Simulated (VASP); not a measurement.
# Ag (P6_3/mmc) in VASP: notebook, part 2 of 2

VASP 6.6.1. The steps go on from the part before.

## 3. Relaxation of volume and atoms at fixed shape, LDA

This run uses another cell than the first one, of 17.81 Å³/atom, 1.110 times its volume.

Input file INCAR:

```
PREC = Accurate ; ENCUT = 600
EDIFF = 1E-7 ; ISMEAR = 0
SIGMA = 0.05 ; LREAL = F
LASPH = T ; NELM = 80
ALGO = Normal ; ISIF = 8
LWAVE = F ; LCHARG = F
IBRION = 2 ; NSW = 80
EDIFFG = -0.02
```

Input file KPOINTS:

```
regular mesh
0
Gamma
  16 16 9
```

Input file POSCAR:

```
Ag
1.0
    2.9300000000      0.0000000000      0.0000000000
   -1.4650000000      2.5374544300      0.0000000000
    0.0000000000      0.0000000000      4.7900000000
Ag
2
Direct
    0.3333333300      0.6666666700      0.2500000000
    0.6666666700      0.3333333300      0.7500000000
```

Potentials or basis: VASP PAW LDA potentials, release 64 (Ag).

Run with:

```console
> cat potpaw_LDA.64/Ag/POTCAR > POTCAR
> mpirun -np 1 vasp_std > vasp.out
```

OUTCAR:

```text
PREC = Accurate
   ENCUT = 600
   EDIFF = 1E-7
   ISMEAR = 0
   LREAL = F
   LASPH = T
   NELM = 80
   ISIF = 8
   IBRION = 2
   NSW = 80
   EDIFFG = -0.02

 ion  position               nearest neighbor table
   1  0.333  0.667  0.250-   2 2.93   2 2.93   2 2.93   2 2.93   2 2.93   2 2.93
   2  0.667  0.333  0.750-   1 2.93   1 2.93   1 2.93   1 2.93   1 2.93   1 2.93

  LATTYP: Found a hexagonal cell.
 ALAT       =     2.9300000000
 C/A-ratio  =     1.6348122867

  Lattice vectors:

 A1 = (   2.9300000000,   0.0000000000,   0.0000000000)
 A2 = (  -1.4650000000,   2.5374544300,   0.0000000000)
 A3 = (   0.0000000000,   0.0000000000,   4.7900000000)

Analysis of symmetry for initial positions (statically):
=====================================================================
 Subroutine PRICEL returns:
 Original cell was already a primitive cell.

 Routine SETGRP: Setting up the symmetry group for a
 hexagonal supercell.

 Subroutine GETGRP returns: Found 24 space group operations
 (whereof 12 operations were pure point group operations)
 out of a pool of 24 trial point group operations.

The static configuration has the point symmetry D_3d.
 The point group associated with its full space group is D_6h.

Analysis of symmetry for dynamics (positions and initial velocities):
=====================================================================
 Subroutine PRICEL returns:
 Original cell was already a primitive cell.

 Routine SETGRP: Setting up the symmetry group for a
 hexagonal supercell.

 Subroutine GETGRP returns: Found 24 space group operations
 (whereof 12 operations were pure point group operations)
 out of a pool of 24 trial point group operations.

The dynamic configuration has the point symmetry D_3d.
 The point group associated with its full space group is D_6h.

 Subroutine INISYM returns: Found 24 space group operations
 (whereof 12 operations are pure point group operations),
 and found     1 'primitive' translations

----------------------------------------------------------------------------------------

                                     Primitive cell

  volume of cell :      35.6124

  direct lattice vectors                    reciprocal lattice vectors
     2.930000000  0.000000000  0.000000000     0.341296928  0.197047874  0.000000000
    -1.465000000  2.537454430  0.000000000     0.000000000  0.394095747  0.000000000
     0.000000000  0.000000000  4.790000000     0.000000000  0.000000000  0.208768267

  length of vectors
     2.930000000  2.929999997  4.790000000     0.394095747  0.394095747  0.208768267

  position of ions in fractional coordinates (direct lattice)
     0.333333330  0.666666670  0.250000000
     0.666666670  0.333333330  0.750000000

  ion indices of the primitive-cell ions
   primitive index   ion index
                 1           1
                 2           2

----------------------------------------------------------------------------------------

 KPOINTS: regular mesh

Automatic generation of k-mesh.
 Grid dimensions read from file:
 generate k-points for:   16   16    9

 Generating k-lattice:

  Cartesian coordinates                     Fractional coordinates (reciprocal lattice)
     0.021331058  0.012315492  0.000000000     0.062500000  0.000000000  0.000000000
     0.000000000  0.024630984  0.000000000     0.000000000  0.062500000  0.000000000
     0.000000000  0.000000000  0.023196474     0.000000000  0.000000000  0.111111111

  Length of vectors
[... 47 lines left out ...]
   ISTART =      0    job   : 0-new  1-cont  2-samecut
   ICHARG =      2    charge: 1-file 2-atom 10-const
   ISPIN  =      1    spin polarized calculation?
   LNONCOLLINEAR =      F non collinear calculations
   LSORBIT =      F    spin-orbit coupling
   LASPH  =      T    aspherical Exc in radial PAW
   ENCUT  =  600.0 eV  44.10 Ry    6.64 a.u.   5.85  5.85  9.57*2*pi/ulx,y,z
   NELM   =     80;   NELMIN=  2; NELMDL= -5     # of ELM steps
   EDIFF  = 0.1E-06   stopping-criterion for ELM
   LREAL  =      F    real-space projection
   EDIFFG = -.2E-01   stopping-criterion for IOM
   NSW    =     80    number of steps for IOM
   IBRION =      2    ionic relax: 0-MD 1-quasi-New 2-CG
   NFREE  =      1    steps in history (QN), initial steepest desc. (CG)
   ISIF   =      8    stress and relaxation
   ISYM   =      2    0-nonsym 1-usesym 2-fastsym
   POTIM  = 0.5000    time-step for ionic-motion
   TEBEG  =    0.0;   TEEND  =   0.0 temperature during run
   PSTRESS=    0.0 pullay stress
   NELECT =      22.0000    total number of electrons
   NUPDOWN=      -1.0000    fix difference up-down
   EMIN   =  10.00;   EMAX   =-10.00  energy-range for DOS
   EFERMI =   0.00;   METHOD = LEGACY
   ISMEAR =     0;   SIGMA  =   0.05  broadening in eV -4-tet -1-fermi 0-gaus
   EFERMI_NEDOS =   21; number of points for ismear=-14 and -15
   IALGO  =     38    algorithm
   IMIX   =      4    mixing-type and parameters
     AMIX     =   0.40;   BMIX     =  1.00
     AMIX_MAG =   1.60;   BMIX_MAG =  1.00
  volume/ion in A,a.u.               =      17.81       120.16
  Fermi-wavevector in a.u.,A,eV,Ry     =   1.394276  2.634799 26.449782  1.944004
  Thomas-Fermi vector in A             =   2.517840
   LORBIT       =      0    0 simple, 1 ext, 2 COOP (PROOUT), +10 PAW based schemes
   GGA     = CA    functional components
   LHFCALC =     F    Hartree Fock is set to
   AEXX    =    0.0000 exact exchange contribution
   IVDW    =     0    specifies the selected vdW correction
   LEPSILON=     F    determine dielectric tensor
   LRPA    =     F    only Hartree local field effects (RPA)
 conjugate gradient relaxation of ions
 non-spin polarized calculation
 Gauss-broadening in eV      SIGMA  =   0.05
  energy-cutoff  :      600.00
  volume of cell :       35.61
 maximum number of plane-waves:      1204
 NGX is ok and might be reduce to    24
   NGX = 11   NGY = 11   NGZ = 19

--------------------------------------- Ionic step        1  -------------------------------------------

 number of electron      22.0000005 magnetization

 Free energy of the ion-electron system (eV)
  ---------------------------------------------------
  ext. energy  EPLUGINS =         0.00000000
  ---------------------------------------------------
  free energy    TOTEN  =        -7.42260194 eV

  energy without entropy =       -7.42158583  energy(sigma->0) =       -7.42209389

------------------------ aborting loop because EDIFF is reached ----------------------------------------

  FORCE on cell =-STRESS in cart. coord.  units (eV):
  Direction    XX          YY          ZZ          XY          YZ          ZX
  --------------------------------------------------------------------------------------
  -------------------------------------------------------------------------------------
  Total       -2.3409919     -2.3409919     -2.3724267      0.0000000      0.0000000      0.0000000
  in kB     -105.3195781   -105.3195779   -106.7338048      0.0000000      0.0000000      0.0000000
  external PRESSURE =    -105.7909869 kB  Pullay stress =       0.0000000 kB
[... 23 lines left out ...]
--------------------------------------- Ionic step        2  -------------------------------------------

 number of electron      21.9999998 magnetization

 E-fermi :  10.1544     XC(G=0): -13.3749

 val. band max:       10.1372766001   @ k =   0.4375   0.0625   0.3333
 cond. band min:      10.1783289943   @ k =   0.3125  -0.0000   0.3333
 fundamental gap:      0.0410523942
 Fermi energy:        10.1544033198

 k-point     1 :       0.0000    0.0000    0.0000
  band No.  band energies     occupation
      1       1.2932      2.00000
      2       2.8298      2.00000
      3       4.8242      2.00000
      4       4.9463      2.00000
      5       4.9463      2.00000
      6       5.2544      2.00000
      7       5.2544      2.00000
      8       5.7063      2.00000
      9       5.7063      2.00000
     10       6.9940      2.00000
     11       6.9940      2.00000
     12       9.3252      2.00000
     13      14.4917      0.00000
     14      26.1218      0.00000
[... 450 lines left out ...]
--------------------------------------- Ionic step        3  -------------------------------------------

 number of electron      22.0000004 magnetization

 Free energy of the ion-electron system (eV)
  ---------------------------------------------------
  ext. energy  EPLUGINS =         0.00000000
  ---------------------------------------------------
  free energy    TOTEN  =        -7.55175030 eV

  energy without entropy =       -7.55080832  energy(sigma->0) =       -7.55127931

 E-fermi :   9.0354     XC(G=0): -12.9322

 val. band max:        9.0281839515   @ k =   0.5000  -0.0000   0.2222
 cond. band min:       9.0554276008   @ k =   0.1250   0.1250   0.2222
 fundamental gap:      0.0272436493
 Fermi energy:         9.0353566554

 k-point     1 :       0.0000    0.0000    0.0000
  band No.  band energies     occupation
      1       0.7303      2.00000
      2       2.2148      2.00000
      3       3.9940      2.00000
      4       4.1037      2.00000
      5       4.1037      2.00000
      6       4.3726      2.00000
      7       4.3726      2.00000
      8       4.7726      2.00000
      9       4.7726      2.00000
     10       5.9093      2.00000
     11       5.9093      2.00000
     12       8.3956      2.00000
     13      12.8870      0.00000
     14      24.8351      0.00000
[... 444 lines left out ...]
  FREE ENERGIE OF THE ION-ELECTRON SYSTEM (eV)
  ---------------------------------------------------
  free  energy   TOTEN  =        -7.5517502967 eV

  energy  without entropy=       -7.5508083169  energy(sigma->0) =       -7.55127931

 reached required accuracy - stopping structural energy minimisation
```

OSZICAR:

```text
N       E                     dE             d eps       ncg     rms          rms(c)
DAV:   1     0.131974927414E+03    0.13197E+03   -0.13045E+04  4500   0.163E+03
DAV:   2    -0.644664367213E+01   -0.13842E+03   -0.13263E+03  4647   0.314E+02
DAV:   3    -0.801010955695E+01   -0.15635E+01   -0.15606E+01  5529   0.401E+01
[... 23 lines left out ...]
DAV:   5    -0.755173369481E+01    0.32735E-03   -0.10535E-03  5697   0.383E-01    0.433E-02
DAV:   6    -0.755174878886E+01   -0.15094E-04   -0.47063E-05  4857   0.664E-02    0.134E-02
DAV:   7    -0.755175016294E+01   -0.13741E-05   -0.18533E-06  5550   0.113E-02    0.207E-03
DAV:   8    -0.755175029471E+01   -0.13177E-06   -0.25329E-08  3314   0.137E-03    0.126E-03
DAV:   9    -0.755175029674E+01   -0.20304E-08   -0.50985E-09  2649   0.766E-04
   3 F= -.75517503E+01 E0= -.75512793E+01  d E =-.129148E+00
```

Wall time 61 s (1 thread of Intel Xeon 6975P-C (Granite Rapids), shared host); peak memory 0.21 GiB.

What came out:

| Property | Result |
| --- | --- |
| Free energy | -7.5518 eV |
| Relaxed volume | 16.08 Å³/atom |
| Relaxed cell | a = 2.832 Å, b = 2.832 Å, c = 4.630 Å, α = 90.00°, β = 90.00°, γ = 120.00° |
| Space group after relaxing (to 0.05 Å) | P6_3/mmc (No. 194) |
| Energy gained by relaxing | 64.6 meV/atom |
| Ionic steps | 3 |
| Pressure after relaxing | -0.1 GPa |
| Band gap on the k mesh | zero (band 11 reaches 12.52 eV, above the bottom of band 12 at 5.64 eV) |

Stress tensor (GPa, compression positive):
```
-0.17  0.00  0.00
 0.00 -0.17  0.00
 0.00  0.00 -0.03
```

Step by step:
```
step  energy change (eV)  largest force (eV/Å)  pressure (GPa)  volume (Å³)
   1              0.0000                0.0000          -10.58        35.61
   2             -0.0517                0.0000           12.05        29.89
   3             -0.1291                0.0000           -0.12        32.15
```

Final structure:
```
Ag
1.0
     2.83183    0.00000    0.00000
    -1.41592    2.45244    0.00000
     0.00000    0.00000    4.62952
Ag
2
Direct
  0.33333 0.66667 0.25000
  0.66667 0.33333 0.75000
```

Levels at points of the mesh, in eV from the Fermi level:
| k point | band 7 | band 8 | band 9 | band 10 | band 11 | band 12 | band 13 | band 14 | band 15 |
| --- | --- | --- | --- | --- | --- | --- | --- | --- | --- |
| (0.00, 0.00, 0.00) | -4.66 | -4.26 | -4.26 | -3.13 | -3.13 | -0.64 | 3.85 | 15.80 | 17.73 |
| (0.50, 0.00, 0.00) | -3.99 | -2.97 | -2.91 | -2.82 | 0.06 | 1.65 | 7.06 | 7.33 | 9.82 |

LDA usually gives volumes a few per cent too small. Zero-point motion and thermal expansion aren't in these numbers.
